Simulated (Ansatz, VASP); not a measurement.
# I in VASP and in Ansatz

INCAR

```
PREC     = Accurate       # precision mode
ENCUT    = 520            # plane-wave cutoff, eV
EDIFF    = 1E-7           # SCF threshold, eV
ISMEAR   = -1             # smearing method
SIGMA    = 0.05           # smearing width, eV
LREAL    = F              # projectors in reciprocal space
LASPH    = T              # aspherical terms in the spheres
NELM     = 80             # most SCF steps
ALGO     = Normal         # electronic algorithm
ISIF     = 2              # what is computed and relaxed
LWAVE    = F              # write WAVECAR
LCHARG   = T              # write CHGCAR
GGA      = PS             # functional
LELF     = T              # ELF
LVHAR    = T            
NBANDS   = 22             # bands
```

Contents of KPOINTS:

```
Automatic mesh
0
Gamma
  9 9 4
```

The input POSCAR:

```
I
1.0
    3.7522291201     -2.1915472551      0.0000000000
    3.7522291201      2.1915472551      0.0000000000
    0.0000000000      0.0000000000      9.6437559794
I
4
Direct
    0.8271558589      0.1728441411      0.1227793165
    0.6728441411      0.3271558589      0.6227793165
    0.1728441411      0.8271558589      0.8772206835
    0.3271558589      0.6728441411      0.3772206835
```

Input for Ansatz:

```yaml
crystal:
  lattice:
    - [3.7522291201, -2.1915472551, 0.0]
    - [3.7522291201, 2.1915472551, 0.0]
    - [0.0, 0.0, 9.6437559794]
  atoms:
    - { symbol: I, position: [0.8271558589, 0.1728441411, 0.1227793165] }
    - { symbol: I, position: [0.6728441411, 0.3271558589, 0.6227793165] }
    - { symbol: I, position: [0.1728441411, 0.8271558589, 0.8772206835] }
    - { symbol: I, position: [0.3271558589, 0.6728441411, 0.3772206835] }
kpoints:
  mp_grid: { grid: [9, 9, 4] }
scf:
  occupations: { method: fermi_dirac, width: 0.05 }
hamiltonian:
  xc: pbesol
  pseudopotentials: { kind: all_electron, lapw: { basis_error: 0.0005 } }
output:
  forces: true
  stress: true
  eigenvalues: true
```

Alike in both runs: task single point; functional PBEsol; k mesh 9 × 9 × 4; occupations fermi-dirac, width 0.05 eV; no spin polarisation.

```csv
,VASP,Ansatz
version,VASP 6.6.1,Ansatz 0.2.0
potentials or method,"VASP PAW PBE potentials, release 64 (I), cutoff 520 eV","all-electron LAPW, scalar-relativistic"
```

|  | VASP | Ansatz | Ansatz less VASP |
| --- | --- | --- | --- |
| pressure (GPa) | 0.0 | 0.0 | +0.01 |
| rms of the force components (eV/Å) | 0.003 | 0.003 | 0.0000 |

VASP's potentials were made for PBE, not for PBEsol. Atom by atom the forces differ by 0.000 eV/Å (rms over components). Ansatz ran all-electron here, and VASP with PAW potentials.

Neither program's run includes spin-orbit coupling.
